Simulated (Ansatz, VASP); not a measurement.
# Si in VASP and in Ansatz

The input INCAR:

```
SYSTEM = Si
ALGO = Normal
EDIFF = 1E-6
ENCUT = 520
GGA = CA
ISIF = 2
ISMEAR = -1
LASPH = .True.
LCHARG = .True.
LELF = .True.
LREAL = .False.
LVHAR = .True.
LWAVE = .False.
NBANDS = 11
NELM = 60
PREC = Accurate
SIGMA = 0.08
```

KPOINTS

```
k-points
0
Gamma
  12 12 12
  0 0 0
```

File POSCAR:

```
Si
1.0
    0.0000000000      2.4862552892      2.4862552892
    2.4862552892      0.0000000000      2.4862552892
    2.4862552892      2.4862552892      0.0000000000
Si
2
Direct
   -0.1250000000     -0.1250000000     -0.1250000000
    0.1250000000      0.1250000000      0.1250000000
```

Input for Ansatz:

```yaml
crystal:
  lattice:
    - [0.0, 2.4862552892, 2.4862552892]
    - [2.4862552892, 0.0, 2.4862552892]
    - [2.4862552892, 2.4862552892, 0.0]
  atoms:
    - { symbol: Si, position: [-0.125, -0.125, -0.125] }
    - { symbol: Si, position: [0.125, 0.125, 0.125] }
kpoints:
  mp_grid: { grid: [12, 12, 12] }
scf:
  occupations: { method: fermi_dirac, width: 0.08 }
hamiltonian:
  xc: lda
  pseudopotentials: { kind: all_electron, lapw: { basis_error: 0.001 } }
output:
  forces: true
  stress: true
  eigenvalues: true
  populations: true
```

Change from the starting cell: volume scaled by 0.78, LAPW.

Alike in both runs: task single point; functional LDA; k mesh 12 × 12 × 12; occupations fermi-dirac, width 0.08 eV; no spin polarisation.

|  | VASP | Ansatz |
| --- | --- | --- |
| version | VASP 6.6.1 | Ansatz 0.2.0 |
| potentials or method | VASP PAW LDA potentials, release 64 (Si), cutoff 520 eV | all-electron LAPW, scalar-relativistic |

|  | VASP | Ansatz | Ansatz less VASP |
| --- | --- | --- | --- |
| pressure (GPa) | 39.9 | 39.5 | -0.41 |

LDA's correlation is that of Perdew and Zunger in VASP and of Perdew and Wang (1992) in Ansatz. Both programs put the cell under a high pressure, so it lies far from rest at this level. Ansatz ran all-electron here, and VASP with PAW potentials.
